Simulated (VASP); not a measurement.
Runs of VASP 6.6.1 on MgS. Symmetry: P6_3mc, No. 186, hexagonal system. Conventional cell: a = 4.029 Å, b = 4.029 Å, c = 6.454 Å, α = 90.00°, β = 90.00°, γ = 120.00°. Within 3.2 Å of Mg (site symmetry 3m) lie 4 S at 2.45 to 2.46 Å. S (site symmetry 3m) has 4 Mg at 2.45 to 2.46 Å within 3.2 Å. 

| level | potentials or basis | k mesh | grid for exact exchange (PRECFOCK) | share of exact exchange | screening parameter | gap on the mesh (eV) | pressure (GPa) |
| --- | --- | --- | --- | --- | --- | --- | --- |
| PBE | VASP PAW PBE potentials, release 64 (Mg, S) | 6 × 6 × 2 | - | - | - | 3.46 | (a) |
| r2SCAN | VASP PAW PBE potentials, release 64 (Mg, S) | 6 × 6 × 2 | - | - | - | 4.13 | -0.3 |
| HSE06 | VASP PAW PBE potentials, release 64 (Mg, S) | 6 × 6 × 2 | Normal | 0.25 | 0.2079 1/Å | 4.52 | (b) |
| LDA | VASP PAW LDA potentials, release 64 (Mg, S) | 6 × 6 × 2 | - | - | - | 3.19 | -2.4 |
| r2SCAN | VASP PAW PBE potentials, release 64 (Mg, S) | 6 × 6 × 4 | - | - | - | 4.13 | -0.3 |

Alike in all rows: task single point; no spin polarisation; cell as given; cutoff (eV) 520; smearing gaussian 0.01 eV.

Question: Fill in the values left out.

Answer: (a) 0.9; (b) -0.2.

Caveats: some runs use coarse meshes; the PAW data sets were made with another functional, which shifts forces and pressure a little (at least some runs).

